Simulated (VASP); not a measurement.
# MoSe2 (P6_3/mmc) in VASP: a series of runs

The runs below take MoSe2 through single point, with PBEsol+U.

All numbers are computed with VASP 6.6.1; they aren't measurements. Logs are shortened: lines on timing, memory, paths and dates and some standing lists are left out, and cuts for length are marked.

### 1 The cell of the first run

The structure is hexagonal, space group P6_3/mmc (No. 194). The conventional cell has a = 3.288 Å, b = 3.288 Å, c = 12.900 Å, α = 90.00°, β = 90.00°, γ = 120.00°. Within 3.3 Å of Mo (site symmetry -6m2) lie 6 Se at 2.49 Å and 6 Mo at 3.29 Å. Se (site symmetry 3m) has 3 Mo at 2.49 Å and 7 Se at 3.23 to 3.29 Å within 3.3 Å.

### 2 Single point, PBEsol+U, collinear spin

Input file INCAR:

```
PREC = Accurate
ENCUT = 500
EDIFF = 1E-6
ISMEAR = 0
SIGMA = 0.05
LREAL = False
LASPH = True
NELM = 200
ALGO = Normal
ISIF = 2
LWAVE = False
LCHARG = False
ISPIN = 2
MAGMOM = 1 1 0 0 0 0
LORBIT = 11
NUPDOWN = 2.0
LMAXMIX = 4
LDAU = True
LDAUTYPE = 2
LDAUL = 2 -1
LDAUU = 4.5 0
LDAUJ = 0 0
LDAUPRINT = 1
GGA = PS
NBANDS = 39
GGA_COMPAT = False
```

Input file KPOINTS:

```
regular mesh
0
Gamma
  8 8 2
```

Input file POSCAR:

```
MoSe2
1.0
    3.2879995700      0.0000000000      0.0000000000
   -1.6439997900      2.8474911600      0.0000000000
    0.0000000000      0.0000000000     12.9000009200
Mo Se
2 4
Direct
    0.3333333333      0.6666666667      0.2500000000
    0.6666666667      0.3333333333      0.7500000000
    0.3333333333      0.6666666667      0.6250000000
    0.6666666667      0.3333333333      0.1250000000
    0.3333333333      0.6666666667      0.8750000000
    0.6666666667      0.3333333333      0.3750000000
```

Potentials or basis: VASP PAW PBE potentials, release 64 (Mo_sv, Se).

Started as:

```console
cat potpaw_PBE.64/Mo_sv/POTCAR potpaw_PBE.64/Se/POTCAR > POTCAR
mpirun -np 1 vasp_std > vasp.out
```

OUTCAR:

```text
PREC = Accurate
   ENCUT = 500
   EDIFF = 1E-6
   ISMEAR = 0
   LREAL = False
   LASPH = True
   NELM = 200
   ISIF = 2
   ISPIN = 2
   LORBIT = 11
   NUPDOWN = 2.0
   GGA = PS

 ion  position               nearest neighbor table
   1  0.333  0.667  0.250-   4 2.49   6 2.49   4 2.49   6 2.49   4 2.49   6 2.49
   2  0.667  0.333  0.750-   3 2.49   5 2.49   3 2.49   5 2.49   3 2.49   5 2.49
   3  0.333  0.667  0.625-   2 2.49   2 2.49   2 2.49
   4  0.667  0.333  0.125-   1 2.49   1 2.49   1 2.49
   5  0.333  0.667  0.875-   2 2.49   2 2.49   2 2.49
   6  0.667  0.333  0.375-   1 2.49   1 2.49   1 2.49

  LATTYP: Found a hexagonal cell.
 ALAT       =     3.2879995700
 C/A-ratio  =     3.9233584571

  Lattice vectors:

 A1 = (   3.2879995700,   0.0000000000,   0.0000000000)
 A2 = (  -1.6439997900,   2.8474911600,   0.0000000000)
 A3 = (   0.0000000000,   0.0000000000,  12.9000009200)

Analysis of symmetry for initial positions (statically):
=====================================================================
 Subroutine PRICEL returns:
 Original cell was already a primitive cell.

 Routine SETGRP: Setting up the symmetry group for a
 hexagonal supercell.

 Subroutine GETGRP returns: Found 24 space group operations
 (whereof 12 operations were pure point group operations)
 out of a pool of 24 trial point group operations.

The static configuration has the point symmetry D_3d.
 The point group associated with its full space group is D_6h.

Analysis of symmetry for dynamics (positions and initial velocities):
=====================================================================
 Subroutine PRICEL returns:
 Original cell was already a primitive cell.

 Routine SETGRP: Setting up the symmetry group for a
 hexagonal supercell.

 Subroutine GETGRP returns: Found 24 space group operations
 (whereof 12 operations were pure point group operations)
 out of a pool of 24 trial point group operations.

The dynamic configuration has the point symmetry D_3d.
 The point group associated with its full space group is D_6h.

Analysis of structural, dynamic, and magnetic symmetry:
=====================================================================
 Subroutine PRICEL returns:
 Original cell was already a primitive cell.

 Routine SETGRP: Setting up the symmetry group for a
 hexagonal supercell.

 Subroutine GETGRP returns: Found 24 space group operations
 (whereof 12 operations were pure point group operations)
 out of a pool of 24 trial point group operations.

The overall configuration has the point symmetry D_3d.
 The point group associated with its full space group is D_6h.

 Subroutine INISYM returns: Found 24 space group operations
 (whereof 12 operations are pure point group operations),
 and found     1 'primitive' translations

----------------------------------------------------------------------------------------

                                     Primitive cell

[... 160 lines left out ...]
  o =  0.2795  v =  0.0000  0.0000  0.0000  0.0000  0.0000  0.9999  0.0000  0.0000 -0.0000  0.0157      0.0000  0.0000  0.0000  0.0000  0.0000  0.0000  0.0000  0.0000  0.0000  0.0000
  o =  0.3604  v =  0.0000  0.0000  0.0000  0.0000  0.0000 -0.0000  0.3946 -0.0000  0.9189 -0.0000      0.0000  0.0000  0.0000  0.0000  0.0000  0.0000  0.0000  0.0000  0.0000  0.0000
  o =  0.3604  v =  0.0000  0.0000  0.0000  0.0000  0.0000 -0.0000 -0.9189  0.0000  0.3946  0.0000      0.0000  0.0000  0.0000  0.0000  0.0000  0.0000  0.0000  0.0000  0.0000  0.0000
  o =  0.4104  v =  0.0000 -0.3946 -0.0000 -0.9189  0.0000  0.0000  0.0000  0.0000  0.0000  0.0000      0.0000  0.0000  0.0000  0.0000  0.0000  0.0000  0.0000  0.0000  0.0000  0.0000
  o =  0.4104  v = -0.0000 -0.9189 -0.0000  0.3946  0.0000  0.0000  0.0000  0.0000  0.0000  0.0000      0.0000  0.0000  0.0000  0.0000  0.0000  0.0000  0.0000  0.0000  0.0000  0.0000
  o =  0.4780  v =  0.9993  0.0000 -0.0000  0.0000  0.0365  0.0000  0.0000  0.0000  0.0000  0.0000      0.0000  0.0000  0.0000  0.0000  0.0000  0.0000  0.0000  0.0000  0.0000  0.0000
  o =  0.4780  v =  0.0365 -0.0000  0.0000  0.0000 -0.9993  0.0000  0.0000  0.0000  0.0000  0.0000      0.0000  0.0000  0.0000  0.0000  0.0000  0.0000  0.0000  0.0000  0.0000  0.0000
  o =  0.7521  v = -0.0000 -0.0000 -1.0000  0.0000 -0.0000  0.0000  0.0000  0.0000  0.0000  0.0000      0.0000  0.0000  0.0000  0.0000  0.0000  0.0000  0.0000  0.0000  0.0000  0.0000

atom =   2  type =  1  l = 2

 onsite density matrix

spin component  1

  0.4780 -0.0000  0.0000  0.0000 -0.0000
 -0.0000  0.4104 -0.0000 -0.0000 -0.0000
  0.0000 -0.0000  0.7521 -0.0000  0.0000
  0.0000 -0.0000 -0.0000  0.4104 -0.0000
 -0.0000 -0.0000  0.0000 -0.0000  0.4780

spin component  2

  0.2795  0.0000  0.0000 -0.0000  0.0000
  0.0000  0.3604  0.0000 -0.0000  0.0000
  0.0000  0.0000  0.1902  0.0000  0.0000
 -0.0000 -0.0000  0.0000  0.3604  0.0000
  0.0000  0.0000  0.0000  0.0000  0.2795

 occupancies and eigenvectors

  o =  0.1902  v =  0.0000  0.0000  0.0000  0.0000  0.0000 -0.0000 -0.0000  1.0000 -0.0000 -0.0000      0.0000  0.0000  0.0000  0.0000  0.0000  0.0000  0.0000  0.0000  0.0000  0.0000
  o =  0.2795  v =  0.0000  0.0000  0.0000  0.0000  0.0000 -0.0107 -0.0000  0.0000  0.0000  0.9999      0.0000  0.0000  0.0000  0.0000  0.0000  0.0000  0.0000  0.0000  0.0000  0.0000
  o =  0.2795  v =  0.0000  0.0000  0.0000  0.0000  0.0000  0.9999 -0.0000  0.0000  0.0000  0.0107      0.0000  0.0000  0.0000  0.0000  0.0000  0.0000  0.0000  0.0000  0.0000  0.0000
  o =  0.3604  v =  0.0000  0.0000  0.0000  0.0000  0.0000 -0.0000  0.3946  0.0000  0.9189  0.0000      0.0000  0.0000  0.0000  0.0000  0.0000  0.0000  0.0000  0.0000  0.0000  0.0000
  o =  0.3604  v =  0.0000  0.0000  0.0000  0.0000  0.0000 -0.0000 -0.9189 -0.0000  0.3946 -0.0000      0.0000  0.0000  0.0000  0.0000  0.0000  0.0000  0.0000  0.0000  0.0000  0.0000
  o =  0.4104  v =  0.0000 -0.3946  0.0000 -0.9189  0.0000  0.0000  0.0000  0.0000  0.0000  0.0000      0.0000  0.0000  0.0000  0.0000  0.0000  0.0000  0.0000  0.0000  0.0000  0.0000
  o =  0.4104  v =  0.0000  0.9189 -0.0000 -0.3946 -0.0000  0.0000  0.0000  0.0000  0.0000  0.0000      0.0000  0.0000  0.0000  0.0000  0.0000  0.0000  0.0000  0.0000  0.0000  0.0000
  o =  0.4780  v = -0.0092 -0.0000  0.0000 -0.0000 -1.0000  0.0000  0.0000  0.0000  0.0000  0.0000      0.0000  0.0000  0.0000  0.0000  0.0000  0.0000  0.0000  0.0000  0.0000  0.0000
  o =  0.4780  v =  1.0000 -0.0000 -0.0000  0.0000 -0.0092  0.0000  0.0000  0.0000  0.0000  0.0000      0.0000  0.0000  0.0000  0.0000  0.0000  0.0000  0.0000  0.0000  0.0000  0.0000
  o =  0.7521  v = -0.0000 -0.0000 -1.0000  0.0000 -0.0000  0.0000  0.0000  0.0000  0.0000  0.0000      0.0000  0.0000  0.0000  0.0000  0.0000  0.0000  0.0000  0.0000  0.0000  0.0000

 number of electron      52.0000002 magnetization       2.0000003

 Free energy of the ion-electron system (eV)
  ---------------------------------------------------
  ext. energy  EPLUGINS =         0.00000000
  ---------------------------------------------------
  free energy    TOTEN  =       -31.15105999 eV

  energy without entropy =      -31.14445486  energy(sigma->0) =      -31.14775743

 E-fermi :   6.1683     XC(G=0): -10.8012

 val. band max:        7.1721556012   @ k =   0.2500  -0.0000   0.0000
 cond. band min:       6.1947909673   @ k =   0.2500   0.2500   0.0000
 fundamental gap:     -0.9773646339
 Fermi energy:         7.2649526016

 spin component 1

 k-point     1 :       0.0000    0.0000    0.0000
  band No.  band energies     occupation
      1     -55.2303      1.00000
      2     -55.2303      1.00000
      3     -29.4265      1.00000
      4     -29.4265      1.00000
      5     -29.3213      1.00000
      6     -29.3213      1.00000
[... 809 lines left out ...]
     37      13.6329      0.00000
     38      13.6329      0.00000
 Fermi energy:         6.1682630275

 spin component 2

 k-point     1 :       0.0000    0.0000    0.0000
  band No.  band energies     occupation
      1     -54.5577      1.00000
      2     -54.5577      1.00000
      3     -28.6324      1.00000
      4     -28.6324      1.00000
      5     -28.6324      1.00000
      6     -28.6324      1.00000
[... 809 lines left out ...]
     37      13.9140      0.00000
     38      13.9140      0.00000
 [bands above 38 left out]

------------------------ aborting loop because EDIFF is reached ----------------------------------------

  FORCE on cell =-STRESS in cart. coord.  units (eV):
  Direction    XX          YY          ZZ          XY          YZ          ZX
  --------------------------------------------------------------------------------------
  -------------------------------------------------------------------------------------
  Total        8.3313211      8.3313211      7.7704472     -0.0000000     -0.0000000      0.0000000
  in kB      110.5199242    110.5199246    103.0795988     -0.0000002     -0.0000000      0.0000000
  external PRESSURE =     108.0398159 kB  Pullay stress =       0.0000000 kB

 VOLUME and BASIS-vectors are now :
 -----------------------------------------------------------------------------
  energy-cutoff  :      500.00
  volume of cell :      120.78
      direct lattice vectors                 reciprocal lattice vectors
     3.287999570  0.000000000  0.000000000     0.304136293  0.175593171  0.000000000
    -1.643999790  2.847491160  0.000000000     0.000000000  0.351186340  0.000000000
     0.000000000  0.000000000 12.900000920     0.000000000  0.000000000  0.077519374

 POSITION                                       TOTAL-FORCE (eV/Angst)
 -----------------------------------------------------------------------------------
     -0.00000      1.89833      3.22500         0.000000     -0.000000     -0.000000
      1.64400      0.94916      9.67500        -0.000000      0.000000     -0.000000
     -0.00000      1.89833      8.06250         0.000000      0.000000     -1.242461
      1.64400      0.94916      1.61250         0.000000     -0.000000     -1.242461
     -0.00000      1.89833     11.28750         0.000000      0.000000      1.242461
      1.64400      0.94916      4.83750         0.000000     -0.000000      1.242461
 -----------------------------------------------------------------------------------
    total drift:                               -0.000000      0.000000     -0.000000

  FREE ENERGIE OF THE ION-ELECTRON SYSTEM (eV)
  ---------------------------------------------------
  free  energy   TOTEN  =       -31.1510599875 eV

  energy  without entropy=      -31.1444548635  energy(sigma->0) =      -31.14775743

 total charge

# of ion       s       p       d       tot
------------------------------------------
    1        2.301   6.208   3.946  12.455
    2        2.301   6.208   3.946  12.455
    3        1.479   2.363   0.069   3.911
    4        1.479   2.363   0.069   3.911
    5        1.479   2.363   0.069   3.911
    6        1.479   2.363   0.069   3.911
--------------------------------------------------
tot         10.518  21.868   8.170  40.555

 magnetization (x)

# of ion       s       p       d       tot
------------------------------------------
    1        0.017   0.005   1.051   1.073
    2        0.017   0.005   1.051   1.073
    3        0.000  -0.054   0.003  -0.051
    4        0.000  -0.054   0.003  -0.051
    5        0.000  -0.054   0.003  -0.051
    6        0.000  -0.054   0.003  -0.051
--------------------------------------------------
tot          0.035  -0.208   2.113   1.941
```

Run time: 5.2 min. Hardware: 1 thread of Oxide Virtual Turin-like, shared host; peak memory 0.3 GiB.

What came out:

* Free energy: -31.1511 eV
* Pressure: 10.8 GPa
* Largest force: 1.242 eV/Å
* Net moment: 2.00 μB per cell
* Site moments: Mo +1.07; Se -0.05 μB
* Valence electrons inside the program's atomic spheres: Mo 12.46; Se 3.91

Forces in eV/Å, atoms in the order of the input:
```
Mo   0.000  0.000  0.000
Mo   0.000  0.000  0.000
Se   0.000  0.000 -1.242
Se   0.000  0.000 -1.242
Se   0.000  0.000  1.242
Se   0.000  0.000  1.242
```

Stress tensor (GPa, compression positive):
```
11.05  0.00  0.00
 0.00 11.05  0.00
 0.00  0.00 10.31
```

Eigenvalues of the final occupation matrices:
```csv
site,spin,trace,eigenvalues
site 1 d,1,2.53,0.41 0.41 0.48 0.48 0.75
site 1 d,2,1.47,0.19 0.28 0.28 0.36 0.36
site 2 d,1,2.53,0.41 0.41 0.48 0.48 0.75
site 2 d,2,1.47,0.19 0.28 0.28 0.36 0.36
```

Caveat: the cell stands under pressure; the PAW data sets were made with another functional, which shifts forces and pressure a little; this functional lacks dispersion, which binds layers or chains, so the pressure and a relaxed spacing across them are unreliable; the total moment is fixed, so each spin has its own Fermi level and the state may be an excited one.

(Continued in part 2 of 2.)
